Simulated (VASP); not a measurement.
# CoO (P3m1) in VASP: a series of runs, part 2 of 2

VASP 6.6.1.

**3. Single point, PBE+U**

This run uses another cell than the first one, of 11.58 Å³/atom.

File INCAR:

```
PREC = Accurate ; ENCUT = 700
EDIFF = 1E-6 ; ISMEAR = 0
SIGMA = 0.02 ; LREAL = F
LASPH = T ; NELM = 200
ALGO = Normal ; ISIF = 2
LWAVE = F ; LCHARG = T
LMAXMIX = 4 ; LDAU = T
LDAUTYPE = 2 ; LDAUL = 2 -1
LDAUU = 3.32 0 ; LDAUJ = 0 0
LDAUPRINT = 1 ; GGA = PE
LELF = T ; LVHAR = T
NBANDS = 31 ; GGA_COMPAT = F
```

File KPOINTS:

```
Automatic mesh
0
Gamma
  12 12 8
```

File POSCAR:

```
CoO
1.0
    3.1976457435      0.0000000000      0.0000000000
   -1.5988228718      2.7692424462      0.0000000000
    0.0000000000      0.0000000000      5.2287097100
Co O
2 2
Direct
    0.0000000000      0.0000000000      0.0034741400
    0.3333333333      0.6666666667      0.5033624100
    0.0000000000      0.0000000000      0.3716088500
    0.3333333333      0.6666666667      0.8715556000
```

Potentials or basis: VASP PAW PBE potentials, release 64 (Co_sv, O).

Command:

```
$ cat potpaw_PBE.64/Co_sv/POTCAR potpaw_PBE.64/O/POTCAR > POTCAR
$ mpirun -np 1 vasp_std > vasp.out
```

OUTCAR:

```text
PREC = Accurate
   ENCUT = 700
   EDIFF = 1E-6
   ISMEAR = 0
   LREAL = F
   LASPH = T
   NELM = 200
   ISIF = 2
   GGA = PE

 ion  position               nearest neighbor table
   1  0.000  0.000  0.003-   3 1.92   4 1.97   4 1.97   4 1.97
   2  0.333  0.667  0.503-   4 1.93   3 1.97   3 1.97   3 1.97
   3  0.000  0.000  0.372-   1 1.92   2 1.97   2 1.97   2 1.97
   4  0.333  0.667  0.872-   2 1.93   1 1.97   1 1.97   1 1.97

  LATTYP: Found a hexagonal cell.
 ALAT       =     3.1976457435
 C/A-ratio  =     1.6351747909

  Lattice vectors:

 A1 = (   3.1976457435,   0.0000000000,   0.0000000000)
 A2 = (  -1.5988228718,   2.7692424462,   0.0000000000)
 A3 = (   0.0000000000,   0.0000000000,   5.2287097100)

Analysis of symmetry for initial positions (statically):
=====================================================================
 Subroutine PRICEL returns:
 Original cell was already a primitive cell.

 Routine SETGRP: Setting up the symmetry group for a
 hexagonal supercell.

 Subroutine GETGRP returns: Found  6 space group operations
 (whereof  6 operations were pure point group operations)
 out of a pool of 24 trial point group operations.

The static configuration has the point symmetry C_3v.

Analysis of symmetry for dynamics (positions and initial velocities):
=====================================================================
 Subroutine PRICEL returns:
 Original cell was already a primitive cell.
[... 212 lines left out ...]
  o =  0.5575  v =  0.0000  0.0000  0.0000  0.0000  0.0000 -0.4210 -0.5017  0.0000  0.3055  0.6912      0.0000  0.0000  0.0000  0.0000  0.0000  0.0000  0.0000  0.0000  0.0000  0.0000
  o =  0.5614  v =  0.0000  0.0000  0.0000  0.0000  0.0000  0.0000 -0.0000  1.0000 -0.0000  0.0000      0.0000  0.0000  0.0000  0.0000  0.0000  0.0000  0.0000  0.0000  0.0000  0.0000
  o =  0.5614  v =  0.0000 -0.0000  1.0000 -0.0000  0.0000  0.0000  0.0000  0.0000  0.0000  0.0000      0.0000  0.0000  0.0000  0.0000  0.0000  0.0000  0.0000  0.0000  0.0000  0.0000
  o =  0.8741  v =  0.0000  0.0000  0.0000  0.0000  0.0000 -0.5017 -0.4210 -0.0000 -0.6912 -0.3055      0.0000  0.0000  0.0000  0.0000  0.0000  0.0000  0.0000  0.0000  0.0000  0.0000
  o =  0.8741  v = -0.5017 -0.4210 -0.0000 -0.6912 -0.3055  0.0000  0.0000  0.0000  0.0000  0.0000      0.0000  0.0000  0.0000  0.0000  0.0000  0.0000  0.0000  0.0000  0.0000  0.0000
  o =  0.8741  v =  0.0000  0.0000  0.0000  0.0000  0.0000  0.3055 -0.6912  0.0000  0.4210 -0.5017      0.0000  0.0000  0.0000  0.0000  0.0000  0.0000  0.0000  0.0000  0.0000  0.0000
  o =  0.8741  v =  0.3055 -0.6912  0.0000  0.4210 -0.5017  0.0000  0.0000  0.0000  0.0000  0.0000      0.0000  0.0000  0.0000  0.0000  0.0000  0.0000  0.0000  0.0000  0.0000  0.0000

 number of electron      46.0000014 magnetization

 Free energy of the ion-electron system (eV)
  ---------------------------------------------------
  ext. energy  EPLUGINS =         0.00000000
  ---------------------------------------------------
  free energy    TOTEN  =       -19.29675712 eV

  energy without entropy =      -19.29496656  energy(sigma->0) =      -19.29586184

 E-fermi :   6.7247     XC(G=0): -11.3744

 val. band max:        6.7229133290   @ k =   0.2500   0.1667   0.3750
 cond. band min:       6.7292676498   @ k =  -0.1667   0.4167   0.2500
 fundamental gap:      0.0063543208
 Fermi energy:         6.7246979859

 k-point     1 :       0.0000    0.0000    0.0000
  band No.  band energies     occupation
      1     -87.8997      2.00000
      2     -87.8980      2.00000
      3     -51.2525      2.00000
      4     -51.2295      2.00000
      5     -51.2023      2.00000
      6     -51.2022      2.00000
[... 805 lines left out ...]
     30      18.0450      0.00000
     31      20.0913      0.00000

 [... further k-points ...]

------------------------ aborting loop because EDIFF is reached ----------------------------------------

  FORCE on cell =-STRESS in cart. coord.  units (eV):
  Direction    XX          YY          ZZ          XY          YZ          ZX
  --------------------------------------------------------------------------------------
  -------------------------------------------------------------------------------------
  Total       -5.1142602     -5.1142602     -2.9032543      0.0000000     -0.0000000      0.0000000
  in kB     -176.9732151   -176.9732151   -100.4638453      0.0000000     -0.0000000      0.0000000
  external PRESSURE =    -151.4700918 kB  Pullay stress =       0.0000000 kB

 VOLUME and BASIS-vectors are now :
 -----------------------------------------------------------------------------
  energy-cutoff  :      700.00
  volume of cell :       46.30
      direct lattice vectors                 reciprocal lattice vectors
     3.197645743  0.000000000  0.000000000     0.312730077  0.180554794  0.000000000
    -1.598822872  2.769242446  0.000000000     0.000000000  0.361109588  0.000000000
     0.000000000  0.000000000  5.228709710     0.000000000  0.000000000  0.191251773

 POSITION                                       TOTAL-FORCE (eV/Angst)
 -----------------------------------------------------------------------------------
      0.00000      0.00000      0.01817        -0.000000      0.000000     -0.036593
     -0.00000      1.84616      2.63194         0.000000      0.000000     -0.033623
      0.00000      0.00000      1.94303        -0.000000      0.000000      0.037638
     -0.00000      1.84616      4.55711        -0.000000     -0.000000      0.032579
 -----------------------------------------------------------------------------------
    total drift:                                0.000003     -0.000001      0.002329

  FREE ENERGIE OF THE ION-ELECTRON SYSTEM (eV)
  ---------------------------------------------------
  free  energy   TOTEN  =       -19.2967571168 eV

  energy  without entropy=      -19.2949665646  energy(sigma->0) =      -19.29586184
```

Wall time 3.2 min (1 thread of Intel Xeon Platinum 8488C (Sapphire Rapids), shared host); peak memory 0.35 GiB.

What came out:

```
Free energy            : -19.2968 eV
Pressure               : -15.1 GPa
Largest force          : 0.038 eV/Å
Band gap on the k mesh : zero (bands 23 and 24 overlap by 1.39 eV)
```

Forces on the atoms (eV/Å):
```
Co   0.000  0.000 -0.037
Co   0.000  0.000 -0.034
O    0.000  0.000  0.038
O    0.000  0.000  0.033
```

Stress tensor (GPa, compression positive):
```
-17.70   0.00   0.00
  0.00 -17.70   0.00
  0.00   0.00 -10.05
```

Eigenvalues of the final occupation matrices:
```
    site  spin  trace               eigenvalues
site 1 d     1   3.42  0.56 0.56 0.56 0.87 0.87
site 1 d     2   3.42  0.56 0.56 0.56 0.87 0.87
site 2 d     1   3.42  0.56 0.56 0.56 0.87 0.87
site 2 d     2   3.42  0.56 0.56 0.56 0.87 0.87
```

Caveat: the stress differs along the axes, from -18 to -10 GPa; the run has no spin polarisation, though such a crystal can be magnetic; U without spin polarisation on a metal has little footing.

**4. Single point, PBE+U**

This run uses another cell than the first one, of 11.58 Å³/atom.

File INCAR:

```
SYSTEM = CoO
  ALGO = Normal
  EDIFF = 1E-6
  ENCUT = 600
  GGA = PE
  GGA_COMPAT = .False.
  ISIF = 2
  ISMEAR = 0
  LASPH = .True.
  LCHARG = .False.
  LDAU = .True.
  LDAUJ = 0 0
  LDAUL = 2 -1
  LDAUPRINT = 1
  LDAUTYPE = 2
  LDAUU = 3.32 0
  LMAXMIX = 4
  LREAL = .False.
  LWAVE = .False.
  NBANDS = 23
  NELM = 200
  PREC = Accurate
  SIGMA = 0.02
```

File KPOINTS:

```
k-points
0
Gamma
  12 12 8
  0 0 0
```

POSCAR is that of step 3.

Potentials or basis: VASP PAW PBE potentials, release 64 (Co, O).

Command:

```
$ cat potpaw_PBE.64/Co/POTCAR potpaw_PBE.64/O/POTCAR > POTCAR
$ mpirun -np 1 vasp_std > vasp.out
```

Wall time 4 min (1 thread of Oxide Virtual Turin-like, shared host); peak memory 0.25 GiB.

The run converged. Its results:

| Property | Result |
| --- | --- |
| Free energy | -19.8909 eV |
| Pressure | -16.6 GPa |
| Largest force | 0.041 eV/Å |
| Band gap on the k mesh | zero (bands 15 and 16 overlap by 1.42 eV) |

Forces on the atoms (eV/Å):
```
Co   0.000  0.000 -0.041
Co   0.000  0.000 -0.038
O    0.000  0.000  0.040
O    0.000  0.000  0.039
```

Stress tensor (GPa, compression positive):
```
-18.75   0.00   0.00
  0.00 -18.75   0.00
  0.00   0.00 -12.19
```

Levels at points of the mesh, in eV from the Fermi level:
| k point | band 12 | band 13 | band 14 | band 15 | band 16 | band 17 | band 18 | band 19 |
| --- | --- | --- | --- | --- | --- | --- | --- | --- |
| (0.00, 0.00, 0.00) | -1.68 | -0.98 | 0.41 | 0.41 | 0.50 | 1.31 | 1.41 | 1.41 |
| (0.50, 0.00, 0.00) | -1.70 | -1.08 | -0.87 | -0.54 | -0.38 | 0.33 | 0.63 | 6.11 |
| (0.00, 0.00, 0.50) | -1.95 | 0.10 | 0.10 | 0.90 | 0.90 | 0.90 | 0.90 | 3.03 |
| (0.50, 0.00, 0.50) | -1.62 | -1.08 | -1.08 | 0.11 | 0.11 | 0.14 | 0.14 | 5.96 |

Eigenvalues of the final occupation matrices:
| site | spin | trace | eigenvalues |
| --- | --- | --- | --- |
| site 1 d | 1 | 3.71 | 0.62 0.62 0.62 0.92 0.92 |
| site 1 d | 2 | 3.71 | 0.62 0.62 0.62 0.92 0.92 |
| site 2 d | 1 | 3.71 | 0.62 0.62 0.62 0.92 0.92 |
| site 2 d | 2 | 3.71 | 0.62 0.62 0.62 0.92 0.92 |

Caveat: the stress differs along the axes, from -19 to -12 GPa; the run has no spin polarisation, though such a crystal can be magnetic; U without spin polarisation on a metal has little footing. Spin polarisation is off, so any magnetic state and its effect on volume and gap are missing.

**5. Single point, PBE+U**

This run uses another cell than the first one, of 12.04 Å³/atom.

File INCAR:

```
SYSTEM = CoO
PREC = Accurate
ENCUT = 600
EDIFF = 1E-6
ISMEAR = 0
SIGMA = 0.02
LREAL = .FALSE.
LASPH = .TRUE.
NELM = 200
ALGO = Normal
ISIF = 2
LWAVE = .FALSE.
LCHARG = .FALSE.
LMAXMIX = 4
LDAU = .TRUE.
LDAUTYPE = 2
LDAUL = 2 -1
LDAUU = 3.32 0
LDAUJ = 0 0
LDAUPRINT = 1
GGA = PE
NBANDS = 23
GGA_COMPAT = .FALSE.
```

File KPOINTS:

```
Automatic mesh
0
G
  12 12 8
  0 0 0
```

File POSCAR:

```
CoO
1.0
    3.2397248551      0.0000000000      0.0000000000
   -1.6198624276      2.8056840258      0.0000000000
    0.0000000000      0.0000000000      5.2975164125
Co O
2 2
Direct
    0.0000000000      0.0000000000      0.0034741400
    0.3333333333      0.6666666667      0.5033624100
    0.0000000000      0.0000000000      0.3716088500
    0.3333333333      0.6666666667      0.8715556000
```

Command:

```
$ cat potpaw_PBE.64/Co/POTCAR potpaw_PBE.64/O/POTCAR > POTCAR
$ mpirun -np 1 vasp_std > vasp.out
```

It took 5.4 min on 1 thread of Oxide Virtual Turin-like, shared host; peak memory 0.26 GiB.

The run converged. Its results:

- Free energy: -19.6825 eV
- Pressure: -20.0 GPa
- Largest force: 0.034 eV/Å
- Band gap on the k mesh: zero (bands 15 and 16 overlap by 1.34 eV)

Forces in eV/Å, atoms in the order of the input:
```
Co   0.000  0.000 -0.028
Co   0.000  0.000 -0.023
O    0.000  0.000  0.017
O    0.000  0.000  0.034
```

Stress tensor (GPa, compression positive):
```
-21.65   0.00   0.00
  0.00 -21.65   0.00
  0.00   0.00 -16.82
```

Levels at points of the mesh, in eV from the Fermi level:
| k point | band 11 | band 12 | band 13 | band 14 | band 15 | band 16 | band 17 | band 18 | band 19 | band 20 |
| --- | --- | --- | --- | --- | --- | --- | --- | --- | --- | --- |
| (0.00, 0.00, 0.00) | -1.65 | -1.65 | -0.91 | 0.39 | 0.39 | 0.46 | 1.26 | 1.33 | 1.33 | 5.75 |
| (0.50, 0.00, 0.00) | -1.69 | -1.67 | -1.01 | -0.81 | -0.52 | -0.35 | 0.31 | 0.60 | 5.93 | 6.27 |
| (0.00, 0.00, 0.50) | -1.89 | -1.89 | 0.10 | 0.10 | 0.86 | 0.86 | 0.86 | 0.86 | 2.93 | 2.93 |
| (0.50, 0.00, 0.50) | -1.59 | -1.59 | -1.01 | -1.01 | 0.12 | 0.12 | 0.14 | 0.14 | 5.85 | 5.85 |

Eigenvalues of the final occupation matrices:
```
    site  spin  trace               eigenvalues
site 1 d     1   3.70  0.61 0.62 0.62 0.93 0.93
site 1 d     2   3.70  0.61 0.62 0.62 0.93 0.93
site 2 d     1   3.70  0.61 0.62 0.62 0.92 0.92
site 2 d     2   3.70  0.61 0.62 0.62 0.92 0.92
```

Caveat: the cell stands under tension; the run has no spin polarisation, though such a crystal can be magnetic; U without spin polarisation on a metal has little footing. Spin polarisation is off, so any magnetic state and its effect on volume and gap are missing.

**6. Single point, PBE+U**

This run uses another cell than the first one, of 12.73 Å³/atom.

File INCAR:

```
SYSTEM = CoO
  PREC = Accurate
  ENCUT = 600
  EDIFF = 1E-6
  ISMEAR = 0
  SIGMA = 0.02
  LREAL = .FALSE.
  LASPH = .TRUE.
  NELM = 200
  ALGO = Normal
  ISIF = 2
  LWAVE = .FALSE.
  LCHARG = .FALSE.
  LMAXMIX = 4
  LDAU = .TRUE.
  LDAUTYPE = 2
  LDAUL = 2 -1
  LDAUU = 3.32 0
  LDAUJ = 0 0
  LDAUPRINT = 1
  GGA = PE
  NBANDS = 23
  GGA_COMPAT = .FALSE.
```

File KPOINTS:

```
regular mesh
0
G
  12 12 8
  0 0 0
```

File POSCAR:

```
CoO
1.0
    3.3008661173      0.0000000000      0.0000000000
   -1.6504330587      2.8586339121      0.0000000000
    0.0000000000      0.0000000000      5.3974930631
Co O
2 2
Direct
    0.0000000000      0.0000000000      0.0034741400
    0.3333333333      0.6666666667      0.5033624100
    0.0000000000      0.0000000000      0.3716088500
    0.3333333333      0.6666666667      0.8715556000
```

Potentials or basis: VASP PAW PBE potentials, release 64 (Co, O).

Command:

```
$ cat potpaw_PBE.64/Co/POTCAR potpaw_PBE.64/O/POTCAR > POTCAR
$ mpirun -np 1 vasp_std > vasp.out
```

It took 5 min on 1 thread of Oxide Virtual Turin-like, shared host; peak memory 0.27 GiB.

The run converged. Its results:

```
Free energy            : -19.3069 eV
Pressure               : -23.7 GPa
Largest force          : 0.011 eV/Å
Band gap on the k mesh : zero (bands 15 and 16 overlap by 1.24 eV)
```

Forces in eV/Å, atoms in the order of the input:
```
Co   0.000  0.000 -0.011
Co   0.000  0.000 -0.008
O    0.000  0.000  0.008
O    0.000  0.000  0.011
```

Stress tensor (GPa, compression positive):
```
-24.48   0.00   0.00
  0.00 -24.48   0.00
  0.00   0.00 -22.02
```

Levels at points of the mesh, in eV from the Fermi level:
```tsv
k point	band 11	band 12	band 13	band 14	band 15	band 16	band 17	band 18	band 19	band 20
(0.00, 0.00, 0.00)	-1.61	-1.61	-0.80	0.37	0.37	0.41	1.20	1.23	1.23	5.53
(0.50, 0.00, 0.00)	-1.62	-1.60	-0.92	-0.74	-0.47	-0.31	0.29	0.55	5.68	6.12
(0.00, 0.00, 0.50)	-1.83	-1.83	0.11	0.11	0.80	0.80	0.80	0.80	2.81	2.81
(0.50, 0.00, 0.50)	-1.54	-1.54	-0.92	-0.92	0.13	0.13	0.15	0.15	5.70	5.70
```

Eigenvalues of the final occupation matrices:
```
    site  spin  trace               eigenvalues
site 1 d     1   3.68  0.59 0.62 0.62 0.93 0.93
site 1 d     2   3.68  0.59 0.62 0.62 0.93 0.93
site 2 d     1   3.68  0.59 0.62 0.62 0.93 0.93
site 2 d     2   3.68  0.59 0.62 0.62 0.93 0.93
```

Caveat: the cell stands under tension; the run has no spin polarisation, though such a crystal can be magnetic; U without spin polarisation on a metal has little footing. Spin polarisation is off, so any magnetic state and its effect on volume and gap are missing.

**7. Single point, PBE+U**

This run uses another cell than the first one, of 13.66 Å³/atom.

File INCAR:

```
PREC = Accurate
ENCUT = 600
EDIFF = 1E-6
ISMEAR = 0
SIGMA = 0.02
LREAL = False
LASPH = True
NELM = 200
ALGO = Normal
ISIF = 2
LWAVE = False
LCHARG = True
LMAXMIX = 4
LDAU = True
LDAUTYPE = 2
LDAUL = 2 -1
LDAUU = 3.32 0
LDAUJ = 0 0
LDAUPRINT = 1
GGA = PE
LELF = True
LVHAR = True
NBANDS = 23
GGA_COMPAT = False
```

File KPOINTS:

```
regular mesh
0
Gamma
  12 12 8
```

File POSCAR:

```
CoO
1.0
    3.3790219827      0.0000000000      0.0000000000
   -1.6895109914      2.9263188769      0.0000000000
    0.0000000000      0.0000000000      5.5252915639
Co O
2 2
Direct
    0.0000000000      0.0000000000      0.0034741400
    0.3333333333      0.6666666667      0.5033624100
    0.0000000000      0.0000000000      0.3716088500
    0.3333333333      0.6666666667      0.8715556000
```

Command:

```
$ cat potpaw_PBE.64/Co/POTCAR potpaw_PBE.64/O/POTCAR > POTCAR
$ mpirun -np 1 vasp_std > vasp.out
```

Run time: 9.4 min. Hardware: 1 thread of Oxide Virtual Turin-like, shared host; peak memory 0.28 GiB.

The run converged. Its results:

| Property | Result |
| --- | --- |
| Free energy | -18.7306 eV |
| Pressure | -26.5 GPa |
| Largest force | 0.009 eV/Å |
| Band gap on the k mesh | zero (bands 15 and 16 overlap by 1.09 eV) |

Forces in eV/Å, atoms in the order of the input:
```
Co   0.000  0.000 -0.009
Co   0.000  0.000 -0.007
O    0.000  0.000  0.006
O    0.000  0.000  0.009
```

Stress tensor (GPa, compression positive):
```
-25.98   0.00   0.00
  0.00 -25.98   0.00
  0.00   0.00 -27.51
```

Levels at points of the mesh, in eV from the Fermi level:
```
           k point  band 13  band 14  band 15  band 16  band 17  band 18
(0.00, 0.00, 0.00)    -0.62     0.34     0.34     0.36     1.08     1.08
(0.50, 0.00, 0.00)    -0.83    -0.69    -0.35    -0.31     0.30     0.45
(0.00, 0.00, 0.50)     0.18     0.18     0.70     0.70     0.70     0.70
(0.50, 0.00, 0.50)    -0.83    -0.83     0.07     0.07     0.22     0.22
```

Eigenvalues of the final occupation matrices:
```tsv
site	spin	trace	eigenvalues
site 1 d	1	3.66	0.53 0.64 0.64 0.93 0.93
site 1 d	2	3.66	0.53 0.64 0.64 0.93 0.93
site 2 d	1	3.66	0.53 0.64 0.64 0.93 0.93
site 2 d	2	3.66	0.53 0.64 0.64 0.93 0.93
```

Caveat: the cell stands under tension; the run has no spin polarisation, though such a crystal can be magnetic; U without spin polarisation on a metal has little footing.

**8. Overview**

| potentials or basis | cell | cutoff (eV) | gap on the mesh (eV) | pressure (GPa) | largest force (eV/Å) |
| --- | --- | --- | --- | --- | --- |
| VASP PAW PBE potentials, release 64 (Co_sv, O) | a = 3.110, b = 3.110, c = 5.085 Å, angles 90.0, 90.0, 120.0°, 4 atoms | 700 | none | -4.1 | 0.08 |
| VASP PAW PBE potentials, release 64 (Co_sv, O) | a = 3.198, b = 3.198, c = 5.229 Å, angles 90.0, 90.0, 120.0°, 4 atoms | 700 | none | -15.1 | 0.04 |
| VASP PAW PBE potentials, release 64 (Co, O) | a = 3.198, b = 3.198, c = 5.229 Å, angles 90.0, 90.0, 120.0°, 4 atoms | 600 | none | -16.6 | 0.04 |
| VASP PAW PBE potentials, release 64 (Co, O) | a = 3.240, b = 3.240, c = 5.298 Å, angles 90.0, 90.0, 120.0°, 4 atoms | 600 | none | -20.0 | 0.03 |
| VASP PAW PBE potentials, release 64 (Co, O) | a = 3.301, b = 3.301, c = 5.397 Å, angles 90.0, 90.0, 120.0°, 4 atoms | 600 | none | -23.7 | 0.01 |
| VASP PAW PBE potentials, release 64 (Co, O) | a = 3.379, b = 3.379, c = 5.525 Å, angles 90.0, 90.0, 120.0°, 4 atoms | 600 | none | -26.5 | 0.01 |

Alike in all rows: task single point; level PBE+U; no spin polarisation; Co d U = 3.32 eV; k mesh 12 × 12 × 8; smearing gaussian 0.02 eV.

Caveats: the run has no spin polarisation, though such a crystal can be magnetic; U without spin polarisation on a metal has little footing; the cell stands under tension (at least some runs); the stress differs along the axes, from -8 to 4 GPa (at least some runs); the stress differs along the axes, from -18 to -10 GPa (at least some runs); the stress differs along the axes, from -19 to -12 GPa (at least some runs).

Total energies depend on the potentials used, so only differences within one code and one set of settings carry meaning.
